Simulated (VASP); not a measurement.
# Si24HO47 (a cell with a defect) in VASP: single point with PBEsol

Aim: the single point of Si24HO47 (a cell with a defect) with PBEsol.

Program: VASP 6.6.1. These are calculated values, not measurements. Logs are shortened: lines on timing, memory, paths and dates and some standing lists are left out, and cuts for length are marked.

## (1) The cell of the first run

The cell holds a defect, 72 atoms: a = 9.902 Å, b = 9.902 Å, c = 10.886 Å, α = 90.00°, β = 90.00°, γ = 120.00°.

## (2) Single point, PBEsol

INCAR reads:

```
SYSTEM = Si24HO47
ALGO = Normal ; EDIFF = 1E-6
ENCUT = 520 ; GGA = PS
ISIF = 2 ; ISMEAR = -1
ISYM = 0 ; LASPH = .TRUE.
LCHARG = .TRUE. ; LELF = .TRUE.
LREAL = Auto ; LVHAR = .TRUE.
LWAVE = .FALSE. ; NBANDS = 232
NELECT = 378.0 ; NELM = 80
PREC = Accurate ; SIGMA = 0.05
```

KPOINTS reads:

```
Automatic mesh
0
Gamma
  1 1 1
  0.25 0.25 0.25
```

POSCAR reads:

```
Si24HO47
1.0
    9.9016390000      0.0000000000      0.0000000000
   -4.9508190000      8.5750710000      0.0000000000
    0.0000000000      0.0000000000     10.8858800000
Si O H
24 47 1
Direct
    0.2299310000      0.9972740000      0.1672530000
    0.2409680000      0.9940320000      0.6692920000
    0.2373750000      0.4997800000      0.1675010000
    0.2367280000      0.4978810000      0.6707300000
    0.7339080000      0.9973430000      0.1665050000
    0.7352740000      0.9976230000      0.6697080000
    0.7378160000      0.5038590000      0.1690920000
    0.7390310000      0.5029620000      0.6726610000
    0.9948300000      0.2348720000      0.3304740000
    0.9993620000      0.2320880000      0.8359500000
    0.0002950000      0.7345110000      0.3366810000
    0.0037040000      0.7380550000      0.8375560000
    0.4996710000      0.2328380000      0.3284530000
    0.5025340000      0.2357030000      0.8357910000
    0.5020380000      0.7309240000      0.3340860000
    0.5016680000      0.7347220000      0.8360730000
    0.2653870000      0.2642840000      0.0006460000
    0.2528800000      0.2609100000      0.5033810000
    0.2697050000      0.7670880000      0.0036770000
    0.2665520000      0.7595720000      0.5004300000
    0.7658890000      0.2641850000      0.0028820000
    0.7650530000      0.2672930000      0.5083230000
    0.7668060000      0.7661300000      0.0002670000
    0.7667900000      0.7648100000      0.5025480000
    0.2059050000      0.1334260000      0.1089400000
    0.2182980000      0.1284810000      0.6007360000
    0.2108480000      0.6356230000      0.1106660000
    0.2045740000      0.6250350000      0.6051960000
    0.7054640000      0.1334420000      0.1113340000
    0.7088480000      0.1338580000      0.6120840000
    0.7089110000      0.6360300000      0.1091230000
    0.7082060000      0.6333700000      0.6099060000
    0.3569010000      0.0736080000      0.2810760000
    0.3696420000      0.0728000000      0.7765510000
    0.3683720000      0.5672540000      0.2756910000
    0.3657070000      0.5718470000      0.7782730000
    0.8666860000      0.0699790000      0.2730660000
    0.8657740000      0.0693010000      0.7774620000
    0.8644250000      0.5714030000      0.2792060000
    0.8677450000      0.5749190000      0.7811530000
    0.4282640000      0.2927700000      0.9427840000
    0.4285130000      0.7885680000      0.4411100000
    0.4315230000      0.7953890000      0.9438350000
    0.9173300000      0.2907920000      0.4354090000
    0.9282400000      0.2933560000      0.9427790000
    0.9304160000      0.7953560000      0.4442240000
    0.9316690000      0.7983120000      0.9438820000
    0.1304240000      0.2082040000      0.3936300000
    0.1340960000      0.2041970000      0.8937250000
    0.1356990000      0.7071140000      0.3934670000
    0.1383690000      0.7109670000      0.8966020000
    0.6178220000      0.2107230000      0.4122770000
    0.6359280000      0.2071960000      0.8951280000
    0.6355970000      0.7025680000      0.3945210000
    0.6354330000      0.7044520000      0.8930830000
    0.0730970000      0.3670480000      0.2257100000
    0.0739270000      0.3595940000      0.7251590000
    0.0695080000      0.8634090000      0.2270590000
    0.0758220000      0.8663730000      0.7274820000
    0.5710230000      0.3715540000      0.2312400000
    0.5746890000      0.3658500000      0.7271960000
    0.5732680000      0.8629470000      0.2272220000
    0.5720900000      0.8636360000      0.7270600000
    0.2942350000      0.4264910000      0.0598080000
    0.3019310000      0.4258550000      0.5639010000
    0.2991190000      0.9292060000      0.0655170000
    0.3003860000      0.9213850000      0.5639170000
    0.7916230000      0.4245040000      0.0648450000
    0.8018080000      0.4316620000      0.5667820000
    0.7927950000      0.9282020000      0.0575780000
    0.7941760000      0.9272610000      0.5607290000
    0.4125040000      0.2929580000      0.4308830000
```

Potentials or basis: VASP PAW PBE potentials, release 64 (Si, O, H).

On the command line:

```
> cat potpaw_PBE.64/Si/POTCAR potpaw_PBE.64/O/POTCAR potpaw_PBE.64/H/POTCAR > POTCAR
> mpirun -np 1 vasp_std > vasp.out
```

OUTCAR:

```text
SYSTEM = Si24HO47
   EDIFF = 1E-6
   ENCUT = 520
   GGA = PS
   ISIF = 2
   ISMEAR = -1
   ISYM = 0
   LASPH = .TRUE.
   LREAL = Auto
   NELECT = 378.0
   NELM = 80
   PREC = Accurate

 ion  position               nearest neighbor table
   1  0.230  0.997  0.167-  25 1.61  58 1.61  66 1.62  33 1.65  19 3.07  13 3.07  11 3.07  17 3.08

   2  0.241  0.994  0.669-  34 1.61  67 1.61  59 1.61  26 1.64  12 3.06  20 3.07  14 3.09
   3  0.237  0.500  0.168-  27 1.62  64 1.62  56 1.62  35 1.63  15 3.07  19 3.07  17 3.08   9 3.08

   4  0.237  0.498  0.671-  28 1.61  36 1.61  57 1.62  65 1.65  18 3.04  16 3.08  20 3.08  10 3.08

   5  0.734  0.997  0.167-  70 1.62  62 1.62  29 1.62  37 1.63   9 3.05  23 3.06  21 3.07  15 3.08
[... 11 lines left out ...]
  11  0.000  0.735  0.337-  50 1.62  46 1.62  39 1.62  58 1.63   7 3.06  24 3.06   1 3.07  20 3.09

  12  0.004  0.738  0.838-  51 1.62  40 1.62  47 1.62  59 1.63   2 3.06  23 3.06   8 3.07  19 3.09

  13  0.500  0.233  0.328-  52 1.58  33 1.59  60 1.59  72 1.69   1 3.07   7 3.07
  14  0.503  0.236  0.836-  53 1.62  34 1.62  41 1.62  61 1.63   8 3.07  21 3.07  17 3.08   2 3.09

  15  0.502  0.731  0.334-  42 1.62  54 1.62  35 1.62  62 1.62   3 3.07  20 3.08  24 3.08   5 3.08

  16  0.502  0.735  0.836-  55 1.62  63 1.62  43 1.62  36 1.62  23 3.06   6 3.06  19 3.07   4 3.08

  17  0.265  0.264  0.001-  64 1.62  41 1.62  49 1.62  25 1.63  10 3.07   3 3.08   1 3.08  14 3.08

  18  0.253  0.261  0.503-  26 1.58  48 1.59  65 1.60  72 1.65   4 3.04   9 3.08
  19  0.270  0.767  0.004-  43 1.62  27 1.62  51 1.62  66 1.63   1 3.07   3 3.07  16 3.07  12 3.09

  20  0.267  0.760  0.500-  42 1.62  67 1.62  50 1.62  28 1.62   2 3.07  15 3.08   4 3.08  11 3.09

  21  0.766  0.264  0.003-  53 1.62  45 1.62  68 1.62  29 1.63   5 3.07  14 3.07  10 3.08   7 3.11

  22  0.765  0.267  0.508-  69 1.61  30 1.61  44 1.61  52 1.65   8 3.05   6 3.08   9 3.12
  23  0.767  0.766  0.000-  70 1.62  47 1.62  55 1.62  31 1.63  16 3.06   5 3.06  12 3.06   7 3.08

  24  0.767  0.765  0.503-  71 1.62  46 1.62  32 1.63  54 1.63  11 3.06   6 3.07  15 3.08   8 3.08

  25  0.206  0.133  0.109-   1 1.61  17 1.63
  26  0.218  0.128  0.601-  18 1.58   2 1.64
  27  0.211  0.636  0.111-   3 1.62  19 1.62
  28  0.205  0.625  0.605-   4 1.61  20 1.62
  29  0.705  0.133  0.111-   5 1.62  21 1.63
  30  0.709  0.134  0.612-  22 1.61   6 1.62
[... 40 lines left out ...]
  71  0.794  0.927  0.561-  24 1.62   6 1.62
  72  0.413  0.293  0.431-  18 1.65  13 1.69

IMPORTANT INFORMATION: All symmetrisations will be switched off!
NOSYMM: (Re-)initialisation of all symmetry stuff for point group C_1.

----------------------------------------------------------------------------------------

[... 220 lines left out ...]
   ISYM   =      0    0-nonsym 1-usesym 2-fastsym
   POTIM  = 0.5000    time-step for ionic-motion
   TEBEG  =    0.0;   TEEND  =   0.0 temperature during run
   PSTRESS=    0.0 pullay stress
   NELECT =     378.0000    total number of electrons
   NUPDOWN=      -1.0000    fix difference up-down
   EMIN   =  10.00;   EMAX   =-10.00  energy-range for DOS
   EFERMI =   0.00;   METHOD = LEGACY
   ISMEAR =    -1;   SIGMA  =   0.05  broadening in eV -4-tet -1-fermi 0-gaus
   EFERMI_NEDOS =   21; number of points for ismear=-14 and -15
   IALGO  =     38    algorithm
   IMIX   =      4    mixing-type and parameters
     AMIX     =   0.40;   BMIX     =  1.00
     AMIX_MAG =   1.60;   BMIX_MAG =  1.00
  volume/ion in A,a.u.               =      12.84        86.63
  Fermi-wavevector in a.u.,A,eV,Ry     =   1.215167  2.296333 20.090783  1.476631
  Thomas-Fermi vector in A             =   2.350563
   LORBIT       =      0    0 simple, 1 ext, 2 COOP (PROOUT), +10 PAW based schemes
   GGA     = PS    functional components
   LHFCALC =     F    Hartree Fock is set to
   AEXX    =    0.0000 exact exchange contribution
   IVDW    =     0    specifies the selected vdW correction
   LEPSILON=     F    determine dielectric tensor
   LRPA    =     F    only Hartree local field effects (RPA)
 non-spin polarized calculation
  energy-cutoff  :      520.00
  volume of cell :      924.29
 maximum number of plane-waves:     24895
 NGX is ok and might be reduce to    80
   NGX = 37   NGY = 37   NGZ = 41

 number of electron     378.0000005 magnetization

 Free energy of the ion-electron system (eV)
  ---------------------------------------------------
  ext. energy  EPLUGINS =         0.00000000
  ---------------------------------------------------
  free energy    TOTEN  =      -588.31315411 eV

  energy without entropy =     -588.31315411  energy(sigma->0) =     -588.31315411

 E-fermi :   2.0694     XC(G=0):  -9.2752

 val. band max:        0.8372420335   @ k =   0.5000   0.2500   0.2500
 cond. band min:       5.2182469434   @ k =   0.5000   0.2500   0.2500
 fundamental gap:      4.3810049099
 Fermi energy:         2.0694296453

 k-point     1 :       0.2500    0.2500    0.2500
  band No.  band energies     occupation
      1     -18.3864      2.00000
      2     -18.3010      2.00000
      3     -18.1471      2.00000
      4     -18.0694      2.00000
      5     -18.0063      2.00000
      6     -17.9455      2.00000
[... 1213 lines left out ...]
    200       9.3604      0.00000
    201       9.4382      0.00000
 [bands above 201 left out]

------------------------ aborting loop because EDIFF is reached ----------------------------------------

  FORCE on cell =-STRESS in cart. coord.  units (eV):
  Direction    XX          YY          ZZ          XY          YZ          ZX
  --------------------------------------------------------------------------------------
  -------------------------------------------------------------------------------------
  Total       -7.0829522     -4.1009874     -5.5548825     -0.7738730      1.0040125      2.1964119
  in kB      -12.2776865     -7.1087077     -9.6289095     -1.3414421      1.7403690      3.8072906
  external PRESSURE =      -9.6717679 kB  Pullay stress =       0.0000000 kB

 VOLUME and BASIS-vectors are now :
 -----------------------------------------------------------------------------
  energy-cutoff  :      520.00
  volume of cell :      924.29
      direct lattice vectors                 reciprocal lattice vectors
     9.901639000  0.000000000  0.000000000     0.100993381  0.058308549  0.000000000
    -4.950819000  8.575071000  0.000000000     0.000000000  0.116617110  0.000000000
     0.000000000  0.000000000 10.885880000     0.000000000  0.000000000  0.091862119

 POSITION                                       TOTAL-FORCE (eV/Angst)
 -----------------------------------------------------------------------------------
     -2.66063      8.55170      1.82070        -0.006056      0.002400      0.017084
     -2.53529      8.52389      7.28583        -0.024160      0.008086      0.001701
     -0.12392      4.28565      1.82340        -0.021358      0.000936     -0.010938
     -0.12092      4.26936      7.30149        -0.006384     -0.012843      0.005535
      2.32923      8.55229      1.81255        -0.018247     -0.004046     -0.015597
      2.34137      8.55469      7.29036        -0.025279     -0.001958      0.008666
[... 64 lines left out ...]
      3.27294      7.95133      6.10403        -0.000524      0.014406     -0.018105
      2.63408      2.51214      4.69054         0.004140      0.006264     -0.000170
 -----------------------------------------------------------------------------------
    total drift:                                0.025770     -0.024329     -0.025109

  FREE ENERGIE OF THE ION-ELECTRON SYSTEM (eV)
  ---------------------------------------------------
  free  energy   TOTEN  =      -588.3131541118 eV

  energy  without entropy=     -588.3131541117  energy(sigma->0) =     -588.31315411
```

Wall time 1.7 h (1 thread of Intel Xeon 8259CL, shared host); peak memory 1.5 GiB.

What came out:

| Item | Value |
| --- | --- |
| Free energy | -588.3132 eV |
| Largest force | 0.095 eV/Å |

Forces in eV/Å, atoms in the order of the input:
```
Si  -0.006  0.002  0.017
Si  -0.024  0.008  0.002
Si  -0.021  0.001 -0.011
Si  -0.006 -0.013  0.006
Si  -0.018 -0.004 -0.016
Si  -0.025 -0.002  0.009
Si  -0.035 -0.019  0.009
Si  -0.009 -0.005  0.015
Si   0.020 -0.016  0.007
Si   0.003 -0.015  0.013
Si   0.006 -0.020 -0.017
Si   0.007 -0.013  0.013
Si  -0.052 -0.019  0.041
Si   0.007 -0.016  0.008
Si   0.008 -0.008 -0.010
Si   0.006 -0.016  0.014
Si   0.014  0.009  0.003
Si   0.083 -0.001 -0.045
Si   0.000  0.017  0.000
Si   0.000  0.009 -0.004
Si   0.014  0.018  0.004
Si  -0.011  0.003 -0.017
Si   0.009  0.012  0.005
Si   0.012  0.014  0.000
O   -0.020  0.021  0.002
O    0.016 -0.027  0.023
O   -0.019  0.006  0.009
O   -0.027  0.015  0.002
O   -0.023  0.008  0.017
O   -0.015  0.001  0.012
O   -0.020  0.017  0.001
O   -0.024  0.014 -0.003
O   -0.018 -0.044 -0.006
O    0.006 -0.011  0.009
O    0.008 -0.019  0.014
O    0.007 -0.017  0.012
O    0.009 -0.022  0.012
O    0.004 -0.021  0.009
O    0.012 -0.011  0.026
O    0.002 -0.020  0.011
O    0.015  0.005  0.010
O    0.015  0.013  0.010
O    0.021  0.010  0.005
O    0.012  0.014  0.009
O    0.017  0.007  0.008
O    0.008  0.011  0.021
O    0.020  0.011  0.008
O   -0.020 -0.023 -0.042
O    0.020 -0.010 -0.010
O    0.025 -0.004 -0.004
O    0.017 -0.011 -0.015
O    0.050 -0.006  0.038
O    0.015 -0.006 -0.012
O    0.026 -0.015 -0.006
O    0.018 -0.015 -0.014
O   -0.012  0.003 -0.011
O   -0.016  0.000 -0.020
O   -0.024 -0.021 -0.003
O   -0.021  0.004 -0.019
O   -0.007  0.041 -0.032
O   -0.016 -0.001 -0.019
O   -0.022 -0.009  0.001
O   -0.017 -0.002 -0.020
O   -0.002  0.016 -0.012
O   -0.009  0.064  0.015
O    0.004  0.014 -0.011
O    0.005  0.010 -0.020
O    0.000  0.008 -0.011
O    0.002  0.031 -0.008
O   -0.005  0.017 -0.010
O   -0.001  0.014 -0.018
H    0.004  0.006  0.000
```

Caveat: the cell carries a net charge on a neutralising background, which shifts energy and pressure; the cell is charged against a uniform background, so pressure and absolute levels hang on convention; the PAW data sets were made with another functional, which shifts forces and pressure a little.
